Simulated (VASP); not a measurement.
# GaB (Fd-3m) in VASP: notebook

The runs below take GaB through single point, relaxation of cell and atoms, with PBE.

Program: VASP 6.6.1. These are calculated values, not measurements. Logs are shortened: lines on timing, memory, paths and dates and some standing lists are left out, and cuts for length are marked.

### 1 The cell of the first run

It takes space group Fd-3m (No. 227, cubic). The conventional cell has a = 5.889 Å, b = 5.889 Å, c = 5.889 Å, α = 90.00°, β = 90.00°, γ = 90.00°. Ga (site symmetry -43m) has 4 Ga at 2.55 Å and 10 B at 2.55 to 2.94 Å within 3.4 Å. B (site symmetry -43m) has 10 Ga at 2.55 to 2.94 Å and 4 B at 2.55 Å within 3.4 Å.

### 2 Single point, PBE

Contents of INCAR:

```
SYSTEM = GaB
PREC     = Accurate       ! precision mode
ENCUT    = 500            ! plane-wave cutoff, eV
EDIFF    = 1E-6           ! SCF threshold, eV
ISMEAR   = 0              ! smearing method
SIGMA    = 0.1            ! smearing width, eV
LREAL    = .FALSE.        ! projectors in reciprocal space
LASPH    = .TRUE.         ! aspherical terms in the spheres
NELM     = 120            ! most SCF steps
ALGO     = Normal         ! electronic algorithm
ISIF     = 2              ! what is computed and relaxed
LWAVE    = .FALSE.        ! write WAVECAR
LCHARG   = .TRUE.         ! write CHGCAR
GGA      = PE             ! functional
LELF     = .TRUE.         ! ELF
LVHAR    = .TRUE.       
NBANDS   = 24             ! bands
GGA_COMPAT= .FALSE.
```

Contents of KPOINTS:

```
Automatic mesh
0
G
  14 14 14
  0 0 0
```

Contents of POSCAR:

```
GaB
1.0
    0.0000000000      2.9446303263      2.9446303263
    2.9446303263      0.0000000000      2.9446303263
    2.9446303263      2.9446303263      0.0000000000
Ga B
2 2
Direct
    0.5000000000      0.5000000000      0.5000000000
    0.7500000000      0.7500000000      0.7500000000
    0.0000000000      0.0000000000      0.0000000000
    0.2500000000      0.2500000000      0.2500000000
```

Potentials or basis: VASP PAW PBE potentials, release 64 (Ga_d, B).

On the command line:

```console
cat potpaw_PBE.64/Ga_d/POTCAR potpaw_PBE.64/B/POTCAR > POTCAR
mpirun -np 1 vasp_std > vasp.out
```

OUTCAR:

```text
SYSTEM = GaB
   PREC = Accurate
   ENCUT = 500
   EDIFF = 1E-6
   ISMEAR = 0
   LREAL = .FALSE.
   LASPH = .TRUE.
   NELM = 120
   ISIF = 2
   GGA = PE

 ion  position               nearest neighbor table
   1  0.500  0.500  0.500-   2 2.55   2 2.55   2 2.55   2 2.55
   2  0.750  0.750  0.750-   1 2.55   1 2.55   1 2.55   1 2.55
   3  0.000  0.000  0.000-
   4  0.250  0.250  0.250-

  LATTYP: Found a face centered cubic cell.
 ALAT       =     5.8892606526

  Lattice vectors:

 A1 = (   0.0000000000,   2.9446303263,   2.9446303263)
 A2 = (   2.9446303263,   0.0000000000,   2.9446303263)
 A3 = (   2.9446303263,   2.9446303263,   0.0000000000)

Analysis of symmetry for initial positions (statically):
=====================================================================
 Subroutine PRICEL returns:
 Original cell was already a primitive cell.

 Routine SETGRP: Setting up the symmetry group for a
 face centered cubic supercell.

 Subroutine GETGRP returns: Found 48 space group operations
 (whereof 24 operations were pure point group operations)
 out of a pool of 48 trial point group operations.

The static configuration has the point symmetry T_d .
 The point group associated with its full space group is O_h .

Analysis of symmetry for dynamics (positions and initial velocities):
=====================================================================
 Subroutine PRICEL returns:
 Original cell was already a primitive cell.

 Routine SETGRP: Setting up the symmetry group for a
 face centered cubic supercell.

 Subroutine GETGRP returns: Found 48 space group operations
 (whereof 24 operations were pure point group operations)
 out of a pool of 48 trial point group operations.

The dynamic configuration has the point symmetry T_d .
 The point group associated with its full space group is O_h .

 Subroutine INISYM returns: Found 48 space group operations
 (whereof 24 operations are pure point group operations),
 and found     1 'primitive' translations

----------------------------------------------------------------------------------------

                                     Primitive cell

  volume of cell :      51.0649

  direct lattice vectors                    reciprocal lattice vectors
     0.000000000  2.944630326  2.944630326    -0.169800601  0.169800601  0.169800601
     2.944630326  0.000000000  2.944630326     0.169800601 -0.169800601  0.169800601
     2.944630326  2.944630326  0.000000000     0.169800601  0.169800601 -0.169800601

  length of vectors
     4.164336144  4.164336144  4.164336144     0.294103269  0.294103269  0.294103269

  position of ions in fractional coordinates (direct lattice)
     0.500000000  0.500000000  0.500000000
     0.750000000  0.750000000  0.750000000
     0.000000000  0.000000000  0.000000000
     0.250000000  0.250000000  0.250000000

  ion indices of the primitive-cell ions
   primitive index   ion index
                 1           1
                 2           2
                 3           3
                 4           4

----------------------------------------------------------------------------------------

 KPOINTS: Automatic mesh

Automatic generation of k-mesh.
 Grid dimensions read from file:
 generate k-points for:   14   14   14

 Generating k-lattice:

  Cartesian coordinates                     Fractional coordinates (reciprocal lattice)
    -0.012128614  0.012128614  0.012128614     0.071428571  0.000000000  0.000000000
     0.012128614 -0.012128614  0.012128614     0.000000000  0.071428571  0.000000000
     0.012128614  0.012128614 -0.012128614     0.000000000  0.000000000  0.071428571

  Length of vectors
     0.021007376  0.021007376  0.021007376

  Shift w.r.t. Gamma in fractional coordinates (k-lattice)
     0.000000000  0.000000000  0.000000000

 Subroutine IBZKPT returns following result:
 ===========================================

 Found    104 irreducible k-points:

 Following reciprocal coordinates:
            Coordinates               Weight
  0.000000  0.000000  0.000000      1.000000
  0.071429  0.000000  0.000000      8.000000
  0.142857  0.000000  0.000000      8.000000
  0.214286  0.000000  0.000000      8.000000
  0.285714  0.000000  0.000000      8.000000
  0.357143  0.000000  0.000000      8.000000
[... 16 lines left out ...]
  0.214286  0.142857  0.000000     24.000000
  0.285714  0.142857  0.000000     24.000000
 [... further k-points ...]
   k-points           NKPTS =    104   k-points in BZ     NKDIM =    104   number of bands    NBANDS=     24
   number of dos      NEDOS =    301   number of ions     NIONS =      4
   total plane-waves  NPLWV =  27000
   dimension x,y,z NGX =    30 NGY =   30 NGZ =   30
   dimension x,y,z NGXF=    60 NGYF=   60 NGZF=   60
   ions per type =               2   2
   NGX,Y,Z   is equivalent  to a cutoff of  11.98, 11.98, 11.98 a.u.
   NGXF,Y,Z  is equivalent  to a cutoff of  23.95, 23.95, 23.95 a.u.
 SYSTEM =  GaB
   PREC   = accura    normal or accurate (medium, high low for compatibility)
   ISTART =      0    job   : 0-new  1-cont  2-samecut
   ICHARG =      2    charge: 1-file 2-atom 10-const
   ISPIN  =      1    spin polarized calculation?
   LNONCOLLINEAR =      F non collinear calculations
   LSORBIT =      F    spin-orbit coupling
   LASPH  =      T    aspherical Exc in radial PAW
   ENCUT  =  500.0 eV  36.75 Ry    6.06 a.u.   7.59  7.59  7.59*2*pi/ulx,y,z
   NELM   =    120;   NELMIN=  2; NELMDL= -5     # of ELM steps
   EDIFF  = 0.1E-05   stopping-criterion for ELM
   LREAL  =      F    real-space projection
   EDIFFG = 0.1E-04   stopping-criterion for IOM
   NSW    =      0    number of steps for IOM
   IBRION =     -1    ionic relax: 0-MD 1-quasi-New 2-CG
   NFREE  =      0    steps in history (QN), initial steepest desc. (CG)
   ISIF   =      2    stress and relaxation
   ISYM   =      2    0-nonsym 1-usesym 2-fastsym
   POTIM  = 0.5000    time-step for ionic-motion
   TEBEG  =    0.0;   TEEND  =   0.0 temperature during run
   PSTRESS=    0.0 pullay stress
   NELECT =      32.0000    total number of electrons
   NUPDOWN=      -1.0000    fix difference up-down
   EMIN   =  10.00;   EMAX   =-10.00  energy-range for DOS
   EFERMI =   0.00;   METHOD = LEGACY
   ISMEAR =     0;   SIGMA  =   0.10  broadening in eV -4-tet -1-fermi 0-gaus
   EFERMI_NEDOS =   21; number of points for ismear=-14 and -15
   IALGO  =     38    algorithm
   IMIX   =      4    mixing-type and parameters
     AMIX     =   0.40;   BMIX     =  1.00
     AMIX_MAG =   1.60;   BMIX_MAG =  1.00
  volume/ion in A,a.u.               =      12.77        86.15
  Fermi-wavevector in a.u.,A,eV,Ry     =   1.400933  2.647380 26.702976  1.962613
  Thomas-Fermi vector in A             =   2.523844
   LORBIT       =      0    0 simple, 1 ext, 2 COOP (PROOUT), +10 PAW based schemes
   GGA     = PE    functional components
   LHFCALC =     F    Hartree Fock is set to
   AEXX    =    0.0000 exact exchange contribution
   IVDW    =     0    specifies the selected vdW correction
   LEPSILON=     F    determine dielectric tensor
   LRPA    =     F    only Hartree local field effects (RPA)
 non-spin polarized calculation
 Gauss-broadening in eV      SIGMA  =   0.10
  energy-cutoff  :      500.00
  volume of cell :       51.06
 maximum number of plane-waves:      1317
   NGX = 15   NGY = 15   NGZ = 15

 number of electron      32.0000022 magnetization

 Free energy of the ion-electron system (eV)
  ---------------------------------------------------
  ext. energy  EPLUGINS =         0.00000000
  ---------------------------------------------------
  free energy    TOTEN  =       -13.46399596 eV

  energy without entropy =      -13.45679406  energy(sigma->0) =      -13.46039501

 E-fermi :   6.2869     XC(G=0): -11.5855

 val. band max:        6.2722561208   @ k =  -0.3571   0.4286   0.2143
 cond. band min:       6.2887096845   @ k =   0.4286   0.2857   0.1429
 fundamental gap:      0.0164535637
 Fermi energy:         6.2869409327

 k-point     1 :       0.0000    0.0000    0.0000
  band No.  band energies     occupation
      1      -8.9643      2.00000
      2      -8.9643      2.00000
      3      -8.9643      2.00000
      4      -8.9182      2.00000
      5      -8.9182      2.00000
      6      -8.6311      2.00000
[... 16 lines left out ...]
     23      10.6672      0.00000
     24      13.9854      0.00000

 k-point     2 :       0.0714    0.0000    0.0000
  band No.  band energies     occupation
      1      -8.9713      2.00000
      2      -8.9713      2.00000
      3      -8.9632      2.00000
      4      -8.9089      2.00000
      5      -8.9089      2.00000
      6      -8.6335      2.00000
[... 16 lines left out ...]
     23      11.1536      0.00000
     24      14.2802      0.00000

 k-point     3 :       0.1429    0.0000    0.0000
  band No.  band energies     occupation
      1      -8.9827      2.00000
      2      -8.9827      2.00000
      3      -8.9605      2.00000
      4      -8.8918      2.00000
      5      -8.8918      2.00000
      6      -8.6403      2.00000
[... 16 lines left out ...]
     23      12.2659      0.00000
     24      15.0773      0.00000
[... 514 lines left out ...]
 k-point    23 :       0.2143    0.1429    0.0000
  band No.  band energies     occupation
      1      -9.0055      2.00000
      2      -8.9740      2.00000
      3      -8.9694      2.00000
      4      -8.8853      2.00000
      5      -8.8451      2.00000
      6      -8.7092      2.00000
[... 16 lines left out ...]
     23      12.5019      0.00000
     24      14.7579      0.00000

 k-point    24 :       0.2857    0.1429    0.0000
  band No.  band energies     occupation
      1      -9.0137      2.00000
      2      -8.9791      2.00000
      3      -8.9651      2.00000
      4      -8.8728      2.00000
      5      -8.8298      2.00000
      6      -8.7233      2.00000
[... 16 lines left out ...]
     23      13.7292      0.00000
     24      15.7120      0.00000

 [... further k-points ...]

------------------------ aborting loop because EDIFF is reached ----------------------------------------

  FORCE on cell =-STRESS in cart. coord.  units (eV):
  Direction    XX          YY          ZZ          XY          YZ          ZX
  --------------------------------------------------------------------------------------
  -------------------------------------------------------------------------------------
  Total        0.0408006      0.0408006      0.0408006     -0.0000000     -0.0000000      0.0000000
  in kB        1.2801308      1.2801308      1.2801308     -0.0000000     -0.0000000      0.0000000
  external PRESSURE =       1.2801308 kB  Pullay stress =       0.0000000 kB

 VOLUME and BASIS-vectors are now :
 -----------------------------------------------------------------------------
  energy-cutoff  :      500.00
  volume of cell :       51.06
      direct lattice vectors                 reciprocal lattice vectors
     0.000000000  2.944630326  2.944630326    -0.169800601  0.169800601  0.169800601
     2.944630326  0.000000000  2.944630326     0.169800601 -0.169800601  0.169800601
     2.944630326  2.944630326  0.000000000     0.169800601  0.169800601 -0.169800601

 POSITION                                       TOTAL-FORCE (eV/Angst)
 -----------------------------------------------------------------------------------
      2.94463      2.94463      2.94463        -0.000000      0.000000     -0.000000
      4.41695      4.41695      4.41695        -0.000000     -0.000000      0.000000
      0.00000      0.00000      0.00000         0.000000     -0.000000      0.000000
      1.47232      1.47232      1.47232         0.000000     -0.000000      0.000000
 -----------------------------------------------------------------------------------
    total drift:                                0.000000     -0.000000      0.000000

  FREE ENERGIE OF THE ION-ELECTRON SYSTEM (eV)
  ---------------------------------------------------
  free  energy   TOTEN  =       -13.4639959588 eV

  energy  without entropy=      -13.4567940591  energy(sigma->0) =      -13.46039501
```

Wall time 70 s (1 thread of AMD EPYC 7R13 (Zen 3), shared host); peak memory 0.21 GiB.

What came out:

- Free energy: -13.4640 eV
- Pressure: 0.1 GPa
- Band gap on the k mesh: zero (band 16 reaches 7.60 eV, above the bottom of band 17 at 5.06 eV)

Levels at points of the mesh, in eV from the Fermi level:
```csv
k point,band 13,band 14,band 15,band 16,band 17,band 18,band 19,band 20
"(0.00, 0.00, 0.00)",-1.26,-0.73,-0.73,-0.73,-0.47,-0.47,-0.47,1.93
"(0.50, 0.00, 0.00)",-2.45,-1.95,-1.95,-1.23,-1.23,-1.11,3.84,4.34
"(0.50, 0.50, 0.00)",-4.85,-4.85,-4.29,-4.29,4.31,4.31,4.93,4.93
```

### 3 Relaxation of cell and atoms, PBE

This run uses another cell than the first one, of 12.93 Å³/atom, 1.013 times its volume.

Contents of INCAR:

```
PREC = Accurate
ENCUT = 500
EDIFF = 1E-7
ISMEAR = 0
SIGMA = 0.1
LREAL = False
LASPH = True
NELM = 120
ALGO = Normal
ISIF = 3
LWAVE = False
LCHARG = False
GGA = PE
IBRION = 2
NSW = 100
EDIFFG = -0.01
GGA_COMPAT = False
NELMIN = 4
```

Contents of KPOINTS:

```
Automatic mesh
0
Gamma
  14 14 14
```

Contents of POSCAR:

```
GaB
1.0
    0.0000000000      2.9568568469      2.9568568469
    2.9568568469      0.0000000000      2.9568568469
    2.9568568469      2.9568568469      0.0000000000
Ga B
2 2
Direct
    0.5000000000      0.5000000000      0.5000000000
    0.7500000000      0.7500000000      0.7500000000
    0.0000000000      0.0000000000      0.0000000000
    0.2500000000      0.2500000000      0.2500000000
```

Potentials or basis: VASP PAW PBE potentials, release 64 (Ga_d, B).

On the command line:

```console
cat potpaw_PBE.64/Ga_d/POTCAR potpaw_PBE.64/B/POTCAR > POTCAR
mpirun -np 1 vasp_std > vasp.out
```

Wall time 1.7 min (1 thread of AMD EPYC 7R13 (Zen 3), shared host); peak memory 0.2 GiB.

The run converged. Its results:

- Free energy: -13.4641 eV
- Relaxed volume: 12.79 Å³/atom
- Relaxed cell: a = 4.167 Å, b = 4.167 Å, c = 4.167 Å, α = 60.00°, β = 60.00°, γ = 60.00°
- Space group after relaxing (to 0.05 Å): Fd-3m (No. 227)
- Energy gained by relaxing: 0.4 meV/atom
- Ionic steps: 2
- Pressure after relaxing: 0.0 GPa
- Band gap on the k mesh: zero (band 16 reaches 7.57 eV, above the bottom of band 17 at 5.04 eV)

The path:
| step | energy change (eV) | largest force (eV/Å) | pressure (GPa) | volume (Å³) |
| --- | --- | --- | --- | --- |
| 1 | 0.0000 | 0.0000 | -0.88 | 51.70 |
| 2 | -0.0015 | 0.0000 | -0.03 | 51.17 |

Final structure:
```
Ga B
1.0
     0.00000    2.94668    2.94668
     2.94668    0.00000    2.94668
     2.94668    2.94668    0.00000
Ga B
2 2
Direct
  0.50000 0.50000 0.50000
  0.75000 0.75000 0.75000
  0.00000 0.00000 0.00000
  0.25000 0.25000 0.25000
```

Levels at points of the mesh, in eV from the Fermi level:
| k point | band 13 | band 14 | band 15 | band 16 | band 17 | band 18 | band 19 | band 20 |
| --- | --- | --- | --- | --- | --- | --- | --- | --- |
| (0.00, 0.00, 0.00) | -1.27 | -0.72 | -0.72 | -0.72 | -0.47 | -0.47 | -0.47 | 1.93 |
| (0.50, 0.00, 0.00) | -2.45 | -1.95 | -1.95 | -1.22 | -1.22 | -1.12 | 3.83 | 4.33 |
| (0.50, 0.50, 0.00) | -4.84 | -4.84 | -4.29 | -4.29 | 4.30 | 4.30 | 4.92 | 4.92 |
